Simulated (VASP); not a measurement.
Here is a VASP 6.6.1 calculation.

The input INCAR:

```
  PREC = Accurate
  ENCUT = 520
  EDIFF = 1E-6
  ISMEAR = -1
  SIGMA = 0.05
  LREAL = False
  LASPH = True
  NELM = 80
  ALGO = Fast
  ISIF = 2
  LWAVE = False
  LCHARG = False
  GGA = PE
  NBANDS = 20
```

Contents of KPOINTS:

```
Automatic mesh
0
Gamma
  8 8 8
```

The input POSCAR:

```
WAu
1.0
    0.0000000000      2.8498217033      2.8498217033
    2.8498217033      0.0000000000      2.8498217033
    2.8498217033      2.8498217033      0.0000000000
W Au
1 1
Direct
    0.0000000000      0.0000000000      0.0000000000
    0.7500000000      0.7500000000      0.7500000000
```

Potentials or basis: VASP PAW PBE potentials, release 64 (W_sv, Au).

Command:

```sh
$ cat potpaw_PBE.64/W_sv/POTCAR potpaw_PBE.64/Au/POTCAR > POTCAR
$ mpirun -np 1 vasp_std > vasp.out
```

Task: Estimate the pressure.

Result: 9.2 GPa.
